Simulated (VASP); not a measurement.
Write the native input for VASP 6.6.1 that does the following.

| Property | Result |
| --- | --- |
| Task | single point |
| Functional | LDA |
| Potentials or basis | VASP PAW LDA potentials, release 64 (Ir_sv_GW) |
| Cutoff | 560 eV |
| k mesh | 13 × 13 × 13 |
| Occupations | fermi-dirac, width 0.1 eV |
| Spin | no spin polarisation |
| Dipole correction | no |
| Further INCAR settings | ALGO = Normal; EDIFF = 1e-06; NBANDS = 14 |

The structure of Ir lies in POSCAR:

```
Ir
1.0
    2.5280435852      0.0000000000      0.0000000000
    0.0000000000      2.5280435852      0.0000000000
    0.0000000000      0.0000000000      2.5280435852
Ir
1
Direct
    0.0000000000      0.0000000000      0.0000000000
```

This isn't the form of Ir at room conditions, which is fcc.

One way to write it, as run:

INCAR

```
  PREC = Accurate
  ENCUT = 560
  EDIFF = 1E-6
  ISMEAR = -1
  SIGMA = 0.1
  LREAL = F
  LASPH = T
  NELM = 120
  ALGO = Normal
  ISIF = 2
  LWAVE = F
  LCHARG = F
  GGA = CA
  NBANDS = 14
  GGA_COMPAT = F
```

KPOINTS

```
Automatic mesh
0
Gamma
  13 13 13
```

Potentials or basis: VASP PAW LDA potentials, release 64 (Ir_sv_GW).

Command:

```sh
$ cat potpaw_LDA.64/Ir_sv_GW/POTCAR > POTCAR
$ mpirun -np 1 vasp_std > vasp.out
```

Results of the run:

The pressure is -0.5 GPa and the band gap on the k mesh is zero (an odd number of electrons rules out a gap without spin polarisation).

Caveat: spin-orbit coupling is left out, which moves the levels of the heavy elements.

Run time: 6.6 s on 1 thread of Intel(R) Xeon(R) 6975P-C (Granite Rapids) (shared host), peak memory 0.13 GiB.
